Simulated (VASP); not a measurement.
# BaTiO3 (Cm) in VASP: single point with PBE

Aim: the single point of BaTiO3 with PBE.

Program: VASP 6.6.1. These are calculated values, not measurements. Logs are shortened: lines on timing, memory, paths and dates and some standing lists are left out, and cuts for length are marked.

## (1) The cell of the first run

The structure is monoclinic, space group Cm (No. 8). The conventional cell has a = 5.757 Å, b = 6.027 Å, c = 4.060 Å, α = 90.00°, β = 90.43°, γ = 90.00°. Ba (site symmetry m) has 12 O at 2.78 to 3.02 Å and 8 Ti at 3.43 to 3.67 Å within 3.7 Å. Ti (site symmetry m) has 6 O at 1.87 to 2.26 Å within 2.5 Å. Within 2.5 Å of O (site symmetry m) lie 2 Ti at 1.87 to 2.21 Å. Within 2.6 Å of O (site symmetry 1) lie 2 Ti at 1.92 to 2.26 Å.

## (2) Single point, PBE (strain +0.0525 x Voigt [1, 0, 0, 0, 0, 0])

Contents of INCAR:

```
SYSTEM = BaTiO3
  PREC = Accurate
  ENCUT = 520
  EDIFF = 1E-6
  ISMEAR = 0
  SIGMA = 0.05
  LREAL = .FALSE.
  LASPH = .TRUE.
  NELM = 80
  ALGO = Normal
  ISIF = 2
  LWAVE = .FALSE.
  LCHARG = .FALSE.
  GGA = PE
  NBANDS = 28
```

Contents of KPOINTS:

```
Automatic mesh
0
G
  6 6 6
  0 0 0
```

Contents of POSCAR:

```
BaTiO3
1.0
    3.0133819023      1.6529946342      2.3563003940
   -3.0133819023      1.6529946342      2.3563003940
    0.0000000000     -3.3059892684      2.3563003940
Ba Ti O
1 1 3
Direct
    0.0049545205      0.0049545205      0.0049545205
    0.5191875227      0.5191875227      0.5191875227
    0.4883938465      0.4883938465      0.9777702638
    0.4883938465      0.9777702638      0.4883938465
    0.9777702638      0.4883938465      0.4883938465
```

Potentials or basis: VASP PAW PBE potentials, release 64 (Ba_sv, Ti_sv, O).

Command:

```console
$ cat potpaw_PBE.64/Ba_sv/POTCAR potpaw_PBE.64/Ti_sv/POTCAR potpaw_PBE.64/O/POTCAR > POTCAR
$ mpirun -np 1 vasp_std > vasp.out
```

OUTCAR:

```text
SYSTEM = BaTiO3
   PREC = Accurate
   ENCUT = 520
   EDIFF = 1E-6
   ISMEAR = 0
   LREAL = .FALSE.
   LASPH = .TRUE.
   NELM = 80
   ISIF = 2
   GGA = PE

 ion  position               nearest neighbor table
   1  0.005  0.005  0.005-   3 2.78   4 2.83   5 2.83   5 2.90   4 2.90   4 2.91   5 2.91   3 2.98
                             4 3.01   5 3.01   3 3.02   3 3.02   2 3.43   2 3.48   2 3.54   2 3.60
   2  0.519  0.519  0.519-   3 1.87   4 1.92   5 1.92   3 2.21   4 2.26   5 2.26   1 3.43   1 3.48
                             1 3.54   1 3.60   1 3.60   1 3.64   1 3.67   1 3.67
   3  0.488  0.488  0.978-   2 1.87   2 2.21   1 2.78   1 2.98   1 3.02   1 3.02
   4  0.488  0.978  0.488-   2 1.92   2 2.26   1 2.83   1 2.90   1 2.91   1 3.01
   5  0.978  0.488  0.488-   2 1.92   2 2.26   1 2.83   1 2.90   1 2.91   1 3.01

  LATTYP: Found a base centered monoclinic cell.
 ALAT       =     5.7565763462
 B/A-ratio  =     1.0469354425
 C/A-ratio  =     0.7052400250
 COS(beta)  =    -0.0074769073

  Lattice vectors:

 A1 = (  -3.0133819023,  -1.6529946342,  -2.3563003940)
 A2 = (   3.0133819023,  -1.6529946342,  -2.3563003940)
 A3 = (   0.0000000000,  -3.3059892684,   2.3563003940)

Analysis of symmetry for initial positions (statically):
=====================================================================
 Subroutine PRICEL returns:
 Original cell was already a primitive cell.

 Routine SETGRP: Setting up the symmetry group for a
 base centered monoclinic supercell.

 Subroutine GETGRP returns: Found  2 space group operations
 (whereof  2 operations were pure point group operations)
 out of a pool of  4 trial point group operations.

The static configuration has the point symmetry C_1h.

Analysis of symmetry for dynamics (positions and initial velocities):
=====================================================================
 Subroutine PRICEL returns:
 Original cell was already a primitive cell.

 Routine SETGRP: Setting up the symmetry group for a
 base centered monoclinic supercell.

 Subroutine GETGRP returns: Found  2 space group operations
 (whereof  2 operations were pure point group operations)
 out of a pool of  4 trial point group operations.

[... 95 lines left out ...]
   NGXF,Y,Z  is equivalent  to a cutoff of  25.53, 25.53, 24.57 a.u.
 SYSTEM =  BaTiO3
   PREC   = accura    normal or accurate (medium, high low for compatibility)
   ISTART =      0    job   : 0-new  1-cont  2-samecut
   ICHARG =      2    charge: 1-file 2-atom 10-const
   ISPIN  =      1    spin polarized calculation?
   LNONCOLLINEAR =      F non collinear calculations
   LSORBIT =      F    spin-orbit coupling
   LASPH  =      T    aspherical Exc in radial PAW
   ENCUT  =  520.0 eV  38.22 Ry    6.18 a.u.   7.75  7.75  7.55*2*pi/ulx,y,z
   NELM   =     80;   NELMIN=  2; NELMDL= -5     # of ELM steps
   EDIFF  = 0.1E-05   stopping-criterion for ELM
   LREAL  =      F    real-space projection
   EDIFFG = 0.1E-04   stopping-criterion for IOM
   NSW    =      0    number of steps for IOM
   IBRION =     -1    ionic relax: 0-MD 1-quasi-New 2-CG
   NFREE  =      0    steps in history (QN), initial steepest desc. (CG)
   ISIF   =      2    stress and relaxation
   ISYM   =      2    0-nonsym 1-usesym 2-fastsym
   POTIM  = 0.5000    time-step for ionic-motion
   TEBEG  =    0.0;   TEEND  =   0.0 temperature during run
   PSTRESS=    0.0 pullay stress
   NELECT =      40.0000    total number of electrons
   NUPDOWN=      -1.0000    fix difference up-down
   EMIN   =  10.00;   EMAX   =-10.00  energy-range for DOS
   EFERMI =   0.00;   METHOD = LEGACY
   ISMEAR =     0;   SIGMA  =   0.05  broadening in eV -4-tet -1-fermi 0-gaus
   EFERMI_NEDOS =   21; number of points for ismear=-14 and -15
   IALGO  =     38    algorithm
   IMIX   =      4    mixing-type and parameters
     AMIX     =   0.40;   BMIX     =  1.00
     AMIX_MAG =   1.60;   BMIX_MAG =  1.00
  volume/ion in A,a.u.               =      14.08        95.05
  Fermi-wavevector in a.u.,A,eV,Ry     =   1.355790  2.562071 25.009762  1.838166
  Thomas-Fermi vector in A             =   2.482848
   LORBIT       =      0    0 simple, 1 ext, 2 COOP (PROOUT), +10 PAW based schemes
   GGA     = PE    functional components
   LHFCALC =     F    Hartree Fock is set to
   AEXX    =    0.0000 exact exchange contribution
   IVDW    =     0    specifies the selected vdW correction
   LEPSILON=     F    determine dielectric tensor
   LRPA    =     F    only Hartree local field effects (RPA)
 non-spin polarized calculation
 Gauss-broadening in eV      SIGMA  =   0.05
  energy-cutoff  :      520.00
  volume of cell :       70.42
 maximum number of plane-waves:      1912
   NGX = 15   NGY = 15   NGZ = 15

 number of electron      40.0000002 magnetization

 Free energy of the ion-electron system (eV)
  ---------------------------------------------------
  ext. energy  EPLUGINS =         0.00000000
  ---------------------------------------------------
  free energy    TOTEN  =       -39.93323899 eV

  energy without entropy =      -39.93323899  energy(sigma->0) =      -39.93323899

 E-fermi :   3.3377     XC(G=0): -10.7445

 val. band max:        3.1170896566   @ k =   0.5000   0.5000   0.5000
 cond. band min:       5.4211528123   @ k =   0.0000   0.0000   0.0000
 fundamental gap:      2.3040631556
 Fermi energy:         3.3376672821

 k-point     1 :       0.0000    0.0000    0.0000
  band No.  band energies     occupation
      1     -53.4597      2.00000
      2     -29.7064      2.00000
      3     -29.6946      2.00000
      4     -29.6472      2.00000
      5     -21.9785      2.00000
      6     -13.5499      2.00000
[... 733 lines left out ...]
     27       9.3050      0.00000
     28      10.5390      0.00000

 [... further k-points ...]
[... 5 lines left out ...]
  --------------------------------------------------------------------------------------
  -------------------------------------------------------------------------------------
  Total       -5.4078327     -1.2398296     -0.9049196      0.0000000      0.2806656      0.0000000
  in kB     -123.0343276    -28.2075310    -20.5879480      0.0000000      6.3854598      0.0000000
  external PRESSURE =     -57.2766022 kB  Pullay stress =       0.0000000 kB

 VOLUME and BASIS-vectors are now :
 -----------------------------------------------------------------------------
  energy-cutoff  :      520.00
  volume of cell :       70.42
      direct lattice vectors                 reciprocal lattice vectors
     3.013381902  1.652994634  2.356300394     0.165926529  0.100827107  0.141464702
    -3.013381902  1.652994634  2.356300394    -0.165926529  0.100827107  0.141464702
     0.000000000 -3.305989268  2.356300394     0.000000000 -0.201654214  0.141464702

 POSITION                                       TOTAL-FORCE (eV/Angst)
 -----------------------------------------------------------------------------------
      0.00000      0.00000      0.03502         0.000000     -0.001367     -0.002029
      0.00000      0.00000      3.67009         0.000000      0.222600      0.406081
      0.00000     -1.61787      4.60553         0.000000      0.140984     -0.037034
     -1.47468      0.80894      4.60553         0.485066     -0.181108     -0.183509
      1.47468      0.80894      4.60553        -0.485066     -0.181108     -0.183509
 -----------------------------------------------------------------------------------
    total drift:                                0.000000      0.000033     -0.000309

  FREE ENERGIE OF THE ION-ELECTRON SYSTEM (eV)
  ---------------------------------------------------
  free  energy   TOTEN  =       -39.9332389897 eV

  energy  without entropy=      -39.9332389897  energy(sigma->0) =      -39.93323899
```

stdout:

```text
POSCAR found type information on POSCAR BaTiO
 POSCAR found :  3 types and       5 ions
 scaLAPACK will be used
 LDA part: xc-table for (Slater+PW92), standard interpolation
 POSCAR, INCAR and KPOINTS ok, starting setup
 FFT: planning ... GRIDC
 FFT: planning ... GRID_SOFT
 FFT: planning ... GRID
 WAVECAR not read
 entering main loop
```

It took 63 s on 1 thread of Intel Xeon Platinum 8559C (Emerald Rapids), shared host; peak memory 0.27 GiB.

Results:

- Free energy: -39.9332 eV
- Pressure: -5.7 GPa
- Largest force: 0.549 eV/Å
- Band gap on the k mesh: 2.30 eV, indirect (least direct gap 2.84 eV)

Forces on the atoms (eV/Å):
```
Ba   0.000 -0.001 -0.002
Ti   0.000  0.223  0.406
O    0.000  0.141 -0.037
O    0.485 -0.181 -0.184
O   -0.485 -0.181 -0.184
```

Levels at points of the mesh, in eV from the valence-band top:
| k point | band 17 | band 18 | band 19 | band 20 | band 21 | band 22 | band 23 | band 24 |
| --- | --- | --- | --- | --- | --- | --- | --- | --- |
| (0.00, 0.00, 0.00) | -0.98 | -0.71 | -0.66 | -0.54 | 2.30 | 2.44 | 2.47 | 3.94 |
| (0.50, 0.00, 0.00) | -1.56 | -1.46 | -1.08 | -0.89 | 2.51 | 3.32 | 3.47 | 4.06 |
| (0.50, 0.50, 0.00) | -1.66 | -1.08 | -1.05 | -0.12 | 3.39 | 3.48 | 3.68 | 4.59 |
| (0.00, 0.00, 0.50) | -1.65 | -1.56 | -1.10 | -0.87 | 2.49 | 3.46 | 3.67 | 3.93 |
| (0.50, 0.00, 0.50) | -1.65 | -0.91 | -0.83 | -0.12 | 3.37 | 3.57 | 3.85 | 4.35 |
| (0.50, 0.50, 0.50) | -2.23 | -0.11 | -0.05 | 0.00 | 3.74 | 3.94 | 4.08 | 6.03 |

Caveat: the cell differs from its parent crystal (strain +0.0525 x Voigt [1, 0, 0, 0, 0, 0]); spin-orbit coupling is left out, which moves the levels of the heavy elements. A k mesh can miss the band edges.
